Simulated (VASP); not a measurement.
Wanted: the native input for a VASP 6.6.1 run.

```
Task                   : single point
Functional             : PBE
Potentials or basis    : VASP PAW PBE potentials, release 64 (Si, C)
Cutoff                 : 600 eV
k mesh                 : 4 × 4 × 4
Occupations            : gaussian, width 0.01 eV
Spin                   : no spin polarisation
Dipole correction      : no
Further INCAR settings : ALGO = Normal; EDIFF = 1e-06; NBANDS = 11
```

The structure of SiC lies in POSCAR:

```
SiC
1.0
    0.0000000000      2.1495504440      2.1495504440
    2.1495504440      0.0000000000      2.1495504440
    2.1495504440      2.1495504440      0.0000000000
Si C
1 1
Direct
    0.0000000000      0.0000000000      0.0000000000
    0.2500000000      0.2500000000      0.2500000000
```

These files were run (other wordings do the same):

INCAR

```
SYSTEM = SiC
PREC = Accurate ; ENCUT = 600
EDIFF = 1E-6 ; ISMEAR = 0
SIGMA = 0.01 ; LREAL = .FALSE.
LASPH = .TRUE. ; NELM = 120
ALGO = Normal ; ISIF = 2
LWAVE = .FALSE. ; LCHARG = .FALSE.
GGA = PE ; NBANDS = 11
GGA_COMPAT = .FALSE.
```

KPOINTS

```
Automatic mesh
0
G
  4 4 4
  0 0 0
```

Potentials or basis: VASP PAW PBE potentials, release 64 (Si, C).

The run is started by

```bash
$ cat potpaw_PBE.64/Si/POTCAR potpaw_PBE.64/C/POTCAR > POTCAR
$ mpirun -np 1 vasp_std > vasp.out
```

It gave:

```yaml
Pressure: 13.5 GPa
Band_gap_on_the_k_mesh: 1.27 eV, indirect (least direct gap 4.55 eV)
```

Caveat: the k points lie up to 0.63 Å⁻¹ apart.

Wall time 5.6 s on 1 thread of Intel Xeon 8259CL (shared host), peak memory 0.13 GiB.
